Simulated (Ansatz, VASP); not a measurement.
# One calculation of HfB2, two programs

```
CELL_PARAMETERS angstrom
3.14000 0.00000 0.00000
-1.57000 2.71932 0.00000
0.00000 0.00000 3.48000
ATOMIC_POSITIONS crystal
Hf 0.00000 0.00000 0.00000
B 0.66667 0.33333 0.50000
B 0.33333 0.66667 0.50000
```

Alike in both runs: functional revpbe exchange, lda correlation; k mesh 8 × 8 × 6; occupations fermi-dirac, width 0.025 eV; non-collinear spin.

```csv
,VASP,Ansatz
version,VASP 6.6.1,Ansatz 0.2.0
potentials or method,"VASP PAW PBE potentials, release 64 (Hf_pv, B), cutoff 500 eV","all-electron LAPW, scalar-relativistic"
task,single point,atomic charges
```

```tsv
	VASP	Ansatz	Ansatz less VASP
gap on the k mesh at the Fermi level (eV)	none	none	-
pressure (GPa)	12.6	13.5	+0.89
traceless stress, the component that is largest in VASP (GPa)	3.27	3.12	-0.148
net moment per atom (μB)	0.00	0.00	0.000
```

VASP's potentials were made for PBE, not for revpbe exchange, lda correlation. A gap of «none» marks a metal or a gap that the smearing closes. Ansatz ran all-electron here, and VASP with PAW potentials.

Neither program's run includes spin-orbit coupling. Noted on Ansatz's run: the k mesh is thin for a metal, which can move the energy by tens of meV per atom.
